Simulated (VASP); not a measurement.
# Ti in VASP: a series of runs, part 2 of 2

VASP 6.6.1.

**5. Single point, PBE**

This run uses another cell than the first one.

Input file INCAR:

```
SYSTEM = Ti
  PREC = Accurate
  ENCUT = 520
  EDIFF = 1E-6
  ISMEAR = 0
  SIGMA = 0.1
  LREAL = .FALSE.
  LASPH = .TRUE.
  NELM = 80
  ALGO = Normal
  ISIF = 2
  LWAVE = .FALSE.
  LCHARG = .FALSE.
  LDIPOL = .TRUE.
  IDIPOL = 3
  DIPOL = 0.5 0.5 0.286
  GGA = PE
  NBANDS = 25
```

Input file KPOINTS:

```
Automatic mesh
0
G
  12 12 1
  0 0 0
```

Input file POSCAR:

```
Ti
1.0
    4.1993972627      0.0000000000      0.0000000000
   -2.0996986314      3.6367847101      0.0000000000
    0.0000000000      0.0000000000     26.4964617815
Ti
3
Direct
    0.3333333333      0.6666666667      0.3029269981
    0.6666666667      0.3333333333      0.3029269981
    0.0000000000      0.0000000000      0.2522227383
```

Potentials or basis: VASP PAW PBE potentials, release 64 (Ti_sv).

Launch:

```sh
cat potpaw_PBE.64/Ti_sv/POTCAR > POTCAR
mpirun -np 1 vasp_std > vasp.out
```

OUTCAR:

```text
SYSTEM = Ti
   PREC = Accurate
   ENCUT = 520
   EDIFF = 1E-6
   ISMEAR = 0
   LREAL = .FALSE.
   LASPH = .TRUE.
   NELM = 80
   ISIF = 2
   GGA = PE

 ion  position               nearest neighbor table
   1  0.333  0.667  0.303-   2 2.42   2 2.42   2 2.42   3 2.77   3 2.77   3 2.77
   2  0.667  0.333  0.303-   1 2.42   1 2.42   1 2.42   3 2.77   3 2.77   3 2.77
   3  0.000  0.000  0.252-   1 2.77   2 2.77   2 2.77   1 2.77   2 2.77   1 2.77

  LATTYP: Found a hexagonal cell.
 ALAT       =     4.1993972627
 C/A-ratio  =     6.3095868583

  Lattice vectors:

 A1 = (   4.1993972627,   0.0000000000,   0.0000000000)
 A2 = (  -2.0996986314,   3.6367847101,   0.0000000000)
 A3 = (   0.0000000000,   0.0000000000,  26.4964617815)

Analysis of symmetry for initial positions (statically):
=====================================================================
 Subroutine PRICEL returns:
 Original cell was already a primitive cell.

 Routine SETGRP: Setting up the symmetry group for a
 hexagonal supercell.

 Subroutine GETGRP returns: Found 12 space group operations
 (whereof 12 operations were pure point group operations)
 out of a pool of 24 trial point group operations.

The static configuration has the point symmetry C_6v.

Analysis of symmetry for dynamics (positions and initial velocities):
=====================================================================
 Subroutine PRICEL returns:
 Original cell was already a primitive cell.

 Routine SETGRP: Setting up the symmetry group for a
 hexagonal supercell.

 Subroutine GETGRP returns: Found 12 space group operations
 (whereof 12 operations were pure point group operations)
 out of a pool of 24 trial point group operations.

The dynamic configuration has the point symmetry C_6v.

 Subroutine INISYM returns: Found 12 space group operations
 (whereof 12 operations are pure point group operations),
 and found     1 'primitive' translations

----------------------------------------------------------------------------------------

                                     Primitive cell

  volume of cell :     404.6620

  direct lattice vectors                    reciprocal lattice vectors
     4.199397263  0.000000000  0.000000000     0.238129412  0.137484080  0.000000000
    -2.099698631  3.636784710  0.000000000     0.000000000  0.274968160  0.000000000
     0.000000000  0.000000000 26.496461781     0.000000000  0.000000000  0.037740888

  length of vectors
     4.199397263  4.199397263 26.496461781     0.274968160  0.274968160  0.037740888

  position of ions in fractional coordinates (direct lattice)
     0.333333333  0.666666667  0.302926998
     0.666666667  0.333333333  0.302926998
     0.000000000  0.000000000  0.252222738

  ion indices of the primitive-cell ions
   primitive index   ion index
                 1           1
                 2           2
                 3           3

----------------------------------------------------------------------------------------

 KPOINTS: Automatic mesh

Automatic generation of k-mesh.
 Grid dimensions read from file:
 generate k-points for:   12   12    1

 Generating k-lattice:

  Cartesian coordinates                     Fractional coordinates (reciprocal lattice)
[... 21 lines left out ...]
  0.333333  0.000000  0.000000      6.000000
  0.416667  0.000000  0.000000      6.000000
[... 11 lines left out ...]
  0.333333  0.250000  0.000000     12.000000
  0.333333  0.333333  0.000000      2.000000
   k-points           NKPTS =     19   k-points in BZ     NKDIM =     19   number of bands    NBANDS=     25
   number of dos      NEDOS =    301   number of ions     NIONS =      3
   total plane-waves  NPLWV = 204800
   dimension x,y,z NGX =    32 NGY =   32 NGZ =  200
   dimension x,y,z NGXF=    64 NGYF=   64 NGZF=  400
   ions per type =               3
   NGX,Y,Z   is equivalent  to a cutoff of  12.67, 12.67, 12.55 a.u.
   NGXF,Y,Z  is equivalent  to a cutoff of  25.34, 25.34, 25.10 a.u.
 SYSTEM =  Ti
   PREC   = accura    normal or accurate (medium, high low for compatibility)
   ISTART =      0    job   : 0-new  1-cont  2-samecut
   ICHARG =      2    charge: 1-file 2-atom 10-const
   ISPIN  =      1    spin polarized calculation?
   LNONCOLLINEAR =      F non collinear calculations
   LSORBIT =      F    spin-orbit coupling
   LASPH  =      T    aspherical Exc in radial PAW
   ENCUT  =  520.0 eV  38.22 Ry    6.18 a.u.   7.81  7.81 49.27*2*pi/ulx,y,z
   NELM   =     80;   NELMIN=  2; NELMDL= -5     # of ELM steps
   EDIFF  = 0.1E-05   stopping-criterion for ELM
   LREAL  =      F    real-space projection
   EDIFFG = 0.1E-04   stopping-criterion for IOM
   NSW    =      0    number of steps for IOM
   IBRION =     -1    ionic relax: 0-MD 1-quasi-New 2-CG
   NFREE  =      0    steps in history (QN), initial steepest desc. (CG)
   ISIF   =      2    stress and relaxation
   ISYM   =      2    0-nonsym 1-usesym 2-fastsym
   POTIM  = 0.5000    time-step for ionic-motion
   TEBEG  =    0.0;   TEEND  =   0.0 temperature during run
   PSTRESS=    0.0 pullay stress
   NELECT =      36.0000    total number of electrons
   NUPDOWN=      -1.0000    fix difference up-down
   EMIN   =  10.00;   EMAX   =-10.00  energy-range for DOS
   EFERMI =   0.00;   METHOD = LEGACY
   ISMEAR =     0;   SIGMA  =   0.10  broadening in eV -4-tet -1-fermi 0-gaus
   EFERMI_NEDOS =   21; number of points for ismear=-14 and -15
   IALGO  =     38    algorithm
   IMIX   =      4    mixing-type and parameters
     AMIX     =   0.40;   BMIX     =  1.00
     AMIX_MAG =   1.60;   BMIX_MAG =  1.00
  volume/ion in A,a.u.               =     134.89       910.26
  Fermi-wavevector in a.u.,A,eV,Ry     =   0.730822  1.381053  7.266879  0.534101
  Thomas-Fermi vector in A             =   1.822887
   LORBIT       =      0    0 simple, 1 ext, 2 COOP (PROOUT), +10 PAW based schemes
   GGA     = PE    functional components
   LHFCALC =     F    Hartree Fock is set to
   AEXX    =    0.0000 exact exchange contribution
   IVDW    =     0    specifies the selected vdW correction
   LEPSILON=     F    determine dielectric tensor
   LRPA    =     F    only Hartree local field effects (RPA)
 non-spin polarized calculation
 Gauss-broadening in eV      SIGMA  =   0.10
  energy-cutoff  :      520.00
  volume of cell :      404.66
 maximum number of plane-waves:     10938
 NGX is ok and might be reduce to    32
   NGX = 15   NGY = 15   NGZ = 99

 dipolmoment           0.000000      0.000000     -0.113427 electrons x Angstroem

 number of electron      35.9999997 magnetization

 dipolmoment           0.000000      0.000000      0.039403 electrons x Angstroem

 Free energy of the ion-electron system (eV)
  ---------------------------------------------------
  ext. energy  EPLUGINS =         0.00000000
  ---------------------------------------------------
  free energy    TOTEN  =       -18.60199047 eV

  energy without entropy =      -18.55508341  energy(sigma->0) =      -18.57853694

 E-fermi :  -1.9394     XC(G=0):  -2.2183

 val. band max:       -1.9441003102   @ k =   0.1667   0.0000   0.0000
 cond. band min:      -1.9273675650   @ k =   0.3333   0.2500   0.0000
 fundamental gap:      0.0167327452
 Fermi energy:        -1.9394248891

 k-point     1 :       0.0000    0.0000    0.0000
  band No.  band energies     occupation
      1     -58.7864      2.00000
      2     -58.3079      2.00000
      3     -57.8912      2.00000
      4     -35.1829      2.00000
      5     -34.9964      2.00000
      6     -34.9964      2.00000
[... 521 lines left out ...]
     24      -0.0332      0.00000
     25       0.2632      0.00000

------------------------ aborting loop because EDIFF is reached ----------------------------------------

 vacuum level on the upper side and lower side of the slab       (xc-potential included)         0.220        -0.237

  FORCE on cell =-STRESS in cart. coord.  units (eV):
  Direction    XX          YY          ZZ          XY          YZ          ZX
  --------------------------------------------------------------------------------------
  -------------------------------------------------------------------------------------
  Total       -0.0403940     -0.0403940     -0.0499171      0.0000000      0.0000000     -0.0000000
  in kB       -0.1599320     -0.1599320     -0.1976365      0.0000000      0.0000000     -0.0000000
  external PRESSURE =      -0.1725002 kB  Pullay stress =       0.0000000 kB

 VOLUME and BASIS-vectors are now :
 -----------------------------------------------------------------------------
  energy-cutoff  :      520.00
  volume of cell :      404.66
      direct lattice vectors                 reciprocal lattice vectors
     4.199397263  0.000000000  0.000000000     0.238129412  0.137484080  0.000000000
    -2.099698631  3.636784710  0.000000000     0.000000000  0.274968160  0.000000000
     0.000000000  0.000000000 26.496461781     0.000000000  0.000000000  0.037740888

 POSITION                                       TOTAL-FORCE (eV/Angst)
 -----------------------------------------------------------------------------------
     -0.00000      2.42452      8.02649        -0.000000      0.000000     -0.011117
      2.09970      1.21226      8.02649         0.000000      0.000000     -0.011117
      0.00000      0.00000      6.68301         0.000000     -0.000000      0.022235
 -----------------------------------------------------------------------------------
    total drift:                               -0.000000     -0.000000      0.000567

  FREE ENERGIE OF THE ION-ELECTRON SYSTEM (eV)
  ---------------------------------------------------
  free  energy   TOTEN  =       -18.6019904706 eV

  energy  without entropy=      -18.5550834124  energy(sigma->0) =      -18.57853694

 vacuum level on the upper side and lower side of the slab         1.777         1.310
```

stdout:

```text
POSCAR found type information on POSCAR Ti
 POSCAR found :  1 types and       3 ions
 scaLAPACK will be used
 LDA part: xc-table for (Slater+PW92), standard interpolation
 POSCAR, INCAR and KPOINTS ok, starting setup
 FFT: planning ... GRIDC
 FFT: planning ... GRID_SOFT
 FFT: planning ... GRID
 WAVECAR not read
 entering main loop
```

Run time: 5.6 min. Hardware: 1 thread of Intel Xeon Platinum 8488C (Sapphire Rapids), shared host; peak memory 0.5 GiB.

Results:

```
Free energy            : -18.6020 eV
Largest force          : 0.022 eV/Å
Band gap on the k mesh : zero (bands 18 and 19 overlap by 0.29 eV)
```

Forces in eV/Å, atoms in the order of the input:
```
Ti   0.000  0.000 -0.011
Ti   0.000  0.000 -0.011
Ti   0.000  0.000  0.022
```

**6. Overview**

```csv
cell,k mesh,gap on the mesh (eV),largest force (eV/Å)
"a = 4.513, b = 4.513, c = 15.000 Å, angles 90.0, 90.0, 120.0°, 3 atoms, atomic positions A",6 × 6 × 1,none,0.54
"a = 4.192, b = 4.192, c = 24.744 Å, angles 90.0, 90.0, 120.0°, 3 atoms, atomic positions B",6 × 6 × 1,none,0.02
"a = 4.192, b = 4.192, c = 24.744 Å, angles 90.0, 90.0, 120.0°, 3 atoms, atomic positions B",12 × 12 × 1,none,0.02
"a = 4.199, b = 4.199, c = 26.496 Å, angles 90.0, 90.0, 120.0°, 3 atoms, atomic positions C",12 × 12 × 1,none,0.02
```

Alike in all rows: task single point; level PBE; potentials or basis VASP PAW PBE potentials, release 64 (Ti_sv); no spin polarisation; cutoff (eV) 520; smearing gaussian 0.1 eV.

Total energies depend on the potentials used, so only differences within one code and one set of settings carry meaning.

The gap in the log of VASP goes by the Fermi energy; the results here count the filled bands.